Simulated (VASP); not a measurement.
Set up this calculation in VASP 6.6.1, as the native input.

- Task: relaxation of cell and atoms
- Functional: PBEsol
- Potentials or basis: VASP PAW PBE potentials, release 64 (C)
- Cutoff: 600 eV
- k mesh: 18 × 18 × 18
- Occupations: gaussian, width 0.01 eV
- Spin: no spin polarisation
- Target pressure: 3 GPa
- Dipole correction: no
- Further INCAR settings: ALGO = Normal; EDIFF = 1e-07; IBRION = 2; EDIFFG = -0.001; NSW = 80; ISIF = 3

The structure of C lies in POSCAR:

```
C
1.0
    1.2294462219      0.7098211072      3.6139529305
   -1.2294462219      0.7098211072      3.6139529305
    0.0000000000     -1.4196422144      3.6139529305
C
2
Direct
    0.1666410550      0.1666410550      0.1666410550
    0.8333589450      0.8333589450      0.8333589450
```

These files were run (other wordings do the same):

INCAR

```
PREC = Accurate
ENCUT = 600
EDIFF = 1E-7
ISMEAR = 0
SIGMA = 0.01
LREAL = F
LASPH = T
NELM = 120
ALGO = Normal
ISIF = 3
LWAVE = F
LCHARG = F
GGA = PS
IBRION = 2
NSW = 80
EDIFFG = -0.001
PSTRESS = 30.0
GGA_COMPAT = F
NELMIN = 4
```

KPOINTS

```
regular mesh
0
Gamma
  18 18 18
```

Potentials or basis: VASP PAW PBE potentials, release 64 (C).

Run with:

```bash
$ cat potpaw_PBE.64/C/POTCAR > POTCAR
$ mpirun -np 1 vasp_std > vasp.out
```

Results of the run:

- Relaxed volume: 8.34 Å³/atom
- Relaxed cell: a = 3.499 Å, b = 3.499 Å, c = 3.499 Å, α = 41.05°, β = 41.05°, γ = 41.05°
- Space group after relaxing (to 0.1 Å): R-3m (No. 166)
- Energy change on relaxing (the run minimises the enthalpy): +6.1 meV/atom
- Ionic steps: 17
- Pressure after relaxing: 3.0 GPa

Caveat: the cell is relaxed towards a set pressure, so the run minimises the enthalpy, not the energy; this functional lacks dispersion, which binds layers or chains, so the pressure and a relaxed spacing across them are unreliable; the PAW data sets were made with another functional, which shifts forces and pressure a little.

Wall time 11 min on 1 thread of Intel(R) Xeon(R) 6975P-C (Granite Rapids), on a shared host, peak memory 0.24 GiB.
